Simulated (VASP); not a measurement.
A run of VASP 6.6.1 is set up as follows.

The input INCAR:

```
SYSTEM = Cu
PREC = Accurate
ENCUT = 520
EDIFF = 1E-6
ISMEAR = -1
SIGMA = 0.1
LREAL = .FALSE.
LASPH = .TRUE.
NELM = 100
ALGO = Normal
ISIF = 2
LWAVE = .FALSE.
LCHARG = .FALSE.
GGA = B5
ALDAX = 1.0
AGGAX = 1.0
AGGAC = 1.0
ALDAC = 0.0
NBANDS = 12
```

File KPOINTS:

```
Automatic mesh
0
G
  24 24 24
  0 0 0
```

File POSCAR:

```
Cu
1.0
    0.0000000000      1.8990307275      1.8990307275
    1.8990307275      0.0000000000      1.8990307275
    1.8990307275      1.8990307275      0.0000000000
Cu
1
Direct
    0.0000000000      0.0000000000      0.0000000000
```

Potentials or basis: VASP PAW PBE potentials, release 64 (Cu).

The run is started by

```sh
$ cat potpaw_PBE.64/Cu/POTCAR > POTCAR
$ mpirun -np 1 vasp_std > vasp.out
```

**Question.** Estimate the pressure.

**Answer.** -6.7 GPa.

Caveat: the PAW data sets were made with another functional, which shifts forces and pressure a little.
